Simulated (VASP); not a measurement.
A run of VASP 6.6.1 is set up as follows.

File POSCAR:

```
C
1.0
    2.3564353186      0.0000000000      0.0000000000
   -1.1782176593      2.0407328482      0.0000000000
    0.0000000000      0.0000000000      2.8924798363
C
2
Direct
    0.3333333333      0.6666666667      0.0000000000
    0.6666666667      0.3333333333      0.0000000000
```

The input INCAR.step1:

```
SYSTEM = C
ALGO = Normal ; EDIFF = 1E-4
ENCUT = 600 ; GGA = PE
ISMEAR = 0 ; LASPH = .TRUE.
LCHARG = .FALSE. ; LREAL = .FALSE.
LWAVE = .TRUE. ; NELM = 60
PREC = Accurate ; SIGMA = 0.1
```

Contents of INCAR.step2:

```
SYSTEM = C
ALGO = Normal ; EDIFF = 1E-6
EDIFFG = -0.008 ; ENCUT = 600
IBRION = 2 ; ISIF = 3
ISMEAR = 0 ; ISTART = 1
LASPH = .TRUE. ; LCHARG = .FALSE.
LMIXTAU = .TRUE. ; LREAL = .FALSE.
LWAVE = .FALSE. ; METAGGA = R2SCAN
NELM = 60 ; NSW = 70
PREC = Accurate ; PSTRESS = 400.0
SIGMA = 0.1
```

KPOINTS

```
k-points
0
G
  24 24 14
  0 0 0
```

Potentials or basis: VASP PAW PBE potentials, release 64 (C).

The run is started by

```sh
$ cat potpaw_PBE.64/C/POTCAR > POTCAR
$ cp INCAR.step1 INCAR
$ mpirun -np 1 vasp_std > vasp.out
$ cp INCAR.step2 INCAR
$ mpirun -np 1 vasp_std > vasp.out
```

Problem. Estimate the space group after relaxing (to 0.1 Å).

Solution. P6/mmm (No. 191).

Problem. Predict the relaxed volume.

Solution. 6.78 Å³/atom.

Problem. Estimate the relaxed cell.

Solution. a = 2.396 Å, b = 2.396 Å, c = 2.728 Å, α = 90.00°, β = 90.00°, γ = 120.00°.

Problem. Estimate the band gap on the k mesh.

Solution. Zero (bands 4 and 5 overlap by 4.06 eV).

Stress tensor (GPa, compression positive):
```
39.98  0.00  0.00
 0.00 39.98  0.00
 0.00  0.00 39.85
```

Caveat: the cell is relaxed towards a set pressure, so the run minimises the enthalpy, not the energy; the PAW data sets were made with another functional, which shifts forces and pressure a little.
